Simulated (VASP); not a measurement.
Set up this calculation in VASP 6.6.1, as the native input.

| Quantity | Value |
| --- | --- |
| Task | single point |
| Functional | r2SCAN |
| Dispersion | rVV10 |
| Potentials or basis | VASP PAW PBE potentials, release 64 (Na_pv, Cd, I) |
| Cutoff | 520 eV |
| k mesh | 4 × 4 × 4 |
| Occupations | fermi-dirac, width 0.03 eV |
| Spin | no spin polarisation |
| Dipole correction | no |
| Further INCAR settings | ALGO = Normal; EDIFF = 1e-06; NBANDS = 28 |

NaCdI3:

```xyz
5
Lattice="5.8714 0.0000 0.0000 0.0000 5.8714 0.0000 0.0000 0.0000 5.8714" Properties=species:S:1:pos:R:3 pbc="T T T"
Na    0.0000    0.0000    0.0000
Cd    2.9357    2.9357    2.9357
I     2.9357    2.9357    0.0000
I     2.9357    0.0000    2.9357
I     0.0000    2.9357    2.9357
```

The input as run:

POSCAR

```
NaCdI3
1.0
    5.8713680714      0.0000000000      0.0000000000
    0.0000000000      5.8713680714      0.0000000000
    0.0000000000      0.0000000000      5.8713680714
Na Cd I
1 1 3
Direct
    0.0000000000      0.0000000000      0.0000000000
    0.5000000000      0.5000000000      0.5000000000
    0.5000000000      0.5000000000      0.0000000000
    0.5000000000      0.0000000000      0.5000000000
    0.0000000000      0.5000000000      0.5000000000
```

INCAR.step1

```
SYSTEM = NaCdI3
PREC = Accurate ; ENCUT = 520
ISMEAR = -1 ; SIGMA = 0.03
LREAL = .False. ; LASPH = .True.
NELM = 60 ; NBANDS = 28
GGA = PE ; ALGO = Normal
EDIFF = 1E-4 ; LWAVE = .True.
LCHARG = .False.
```

INCAR.step2

```
SYSTEM = NaCdI3
PREC = Accurate ; ENCUT = 520
EDIFF = 1E-6 ; ISMEAR = -1
SIGMA = 0.03 ; LREAL = .False.
LASPH = .True. ; NELM = 60
ALGO = Normal ; ISIF = 2
LWAVE = .False. ; LCHARG = .False.
METAGGA = R2SCAN ; LMIXTAU = .True.
LUSE_VDW = .True. ; IVDW_NL = 2
BPARAM = 11.95 ; CPARAM = 0.0093
NBANDS = 28 ; ISTART = 1
```

KPOINTS

```
Automatic mesh
0
Gamma
  4 4 4
  0 0 0
```

Potentials or basis: VASP PAW PBE potentials, release 64 (Na_pv, Cd, I).

Launch:

```bash
$ cat potpaw_PBE.64/Na_pv/POTCAR potpaw_PBE.64/Cd/POTCAR potpaw_PBE.64/I/POTCAR > POTCAR
$ cp INCAR.step1 INCAR
$ mpirun -np 1 vasp_std > vasp.out
$ cp INCAR.step2 INCAR
$ mpirun -np 1 vasp_std > vasp.out
```

It gave:

The pressure is 0.2 GPa and the band gap on the k mesh is 0.18 eV (least direct gap 0.75 eV).

Caveat: the PAW data sets were made with another functional, which shifts forces and pressure a little; spin-orbit coupling is left out, which moves the levels of the heavy elements.

Wall time 8.1 min on 1 thread of Intel Xeon 8259CL, with other jobs on the host, peak memory 0.78 GiB.
